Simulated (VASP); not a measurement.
TaN, 6 atoms in the cell. The structure is hexagonal, space group P-62m (No. 189). Conventional cell: a = 5.196 Å, b = 5.196 Å, c = 2.911 Å, α = 90.00°, β = 90.00°, γ = 120.00°. Within 2.7 Å of Ta (site symmetry -62m) lie 3 N at 2.04 Å. Ta (site symmetry -6) has 6 N at 2.16 Å and 5 Ta at 2.91 to 3.00 Å within 3.0 Å. Within 3.0 Å of N (site symmetry m2m) lie 5 Ta at 2.04 to 2.16 Å and 6 N at 2.77 to 2.91 Å. 

* Program: VASP 6.6.1
* Task: single point
* Functional: LDA
* Potentials or basis: VASP PAW LDA potentials, release 64 (Ta_sv_GW, N_h)
* Cutoff: 1330 eV
* k mesh: 6 × 6 × 9
* Occupations: fermi-dirac, width 0.05 eV
* Spin: no spin polarisation
* Dipole correction: no
* Further INCAR settings: ALGO = Normal; EDIFF = 1e-06; NBANDS = 36

Potentials or basis: VASP PAW LDA potentials, release 64 (Ta_sv_GW, N_h).

Launch:

```sh
$ cat potpaw_LDA.64/Ta_sv_GW/POTCAR potpaw_LDA.64/N_h/POTCAR > POTCAR
$ mpirun -np 1 vasp_std > vasp.out
```

Hardware: 1 thread of AMD EPYC 7R13 Processor (Zen 3), with other jobs on the host.

Question: How long does it take, and how much memory?

Answer: Run time: 7.4 min on 1 thread of AMD EPYC 7R13 Processor (Zen 3) (shared host), peak memory 0.46 GiB. Counts: scf iterations 19, k points 35.
